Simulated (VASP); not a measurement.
**CuP6: single point with PBE**

CuP6:

```
CELL_PARAMETERS angstrom
5.34018 0.00000 0.00000
0.00000 5.34018 0.00000
0.00000 0.00000 5.34018
ATOMIC_POSITIONS crystal
Cu 0.00000 0.00000 0.00000
P 0.21000 0.50000 0.50000
P 0.50000 0.21000 0.50000
P 0.79000 0.50000 0.50000
P 0.50000 0.79000 0.50000
P 0.50000 0.50000 0.21000
P 0.50000 0.50000 0.79000
```

```json
{"Program": "VASP 6.6.1", "Task": "single point", "Functional": "PBE", "Potentials or basis": "VASP PAW PBE potentials, release 64 (Cu, P)", "Cutoff": "520 eV", "k mesh": "4 × 4 × 4", "Occupations": "gaussian, width 0.1 eV", "Spin": "no spin polarisation"}
```

```yaml
Pressure: 15.9 GPa
Largest_force: 3.592 eV/Å
```

Forces on the atoms (eV/Å):
```
Cu   0.000  0.000  0.000
P   -3.592  0.000  0.000
P    0.000 -3.592  0.000
P    3.592  0.000  0.000
P    0.000  3.592  0.000
P    0.000  0.000 -3.592
P    0.000  0.000  3.592
```

Levels at points of the mesh, in eV from the Fermi level:
```
           k point  band 18  band 19  band 20  band 21  band 22  band 23
(0.00, 0.00, 0.00)    -0.60    -0.23    -0.14    -0.14    -0.14     2.49
(0.50, 0.00, 0.00)    -0.47    -0.38    -0.38     2.10     2.10     2.46
(0.50, 0.50, 0.00)    -0.59    -0.59     0.38     1.59     1.97     2.19
(0.50, 0.50, 0.50)    -0.58    -0.30     1.33     1.33     1.33     1.97
```

It took 2.5 min on 1 thread of Intel(R) Xeon(R) Platinum 8259CL CPU @ 2.50GHz (Skylake/Cascade Lake), on a shared host, peak memory 0.25 GiB.

Caveat: forces of over 1 eV/Å act on the atoms, so gaps and moduli don't describe the material at rest.
